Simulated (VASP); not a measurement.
A run of VASP 6.6.1 is set up as follows.

INCAR

```
SYSTEM = Al
PREC = Accurate ; ENCUT = 520
EDIFF = 1E-6 ; ISMEAR = 0
SIGMA = 0.1 ; LREAL = .False.
LASPH = .True. ; NELM = 80
ALGO = Normal ; ISIF = 2
LWAVE = .False. ; LCHARG = .False.
GGA = PE ; NBANDS = 10
```

The input KPOINTS:

```
Automatic mesh
0
Gamma
  14 10 10
  0 0 0
```

POSCAR

```
Al
1.0
    2.9216698272      0.0000000000      0.0135018172
    0.0000000000      3.9673850912      0.0000000000
   -0.0131028517      0.0000000000      2.8524512088
Al
2
Direct
    1.2500248817      0.7500000000      0.7500086960
   -0.2500248817      0.2500000000      0.2499913040
```

Potentials or basis: VASP PAW PBE potentials, release 64 (Al).

Launch:

```console
$ cat potpaw_PBE.64/Al/POTCAR > POTCAR
$ mpirun -np 1 vasp_std > vasp.out
```

(1) Estimate the band gap on the k mesh.

(2) Estimate the pressure.

Results:

(1) zero (bands 3 and 4 overlap by 11.35 eV).

(2) -0.1 GPa.
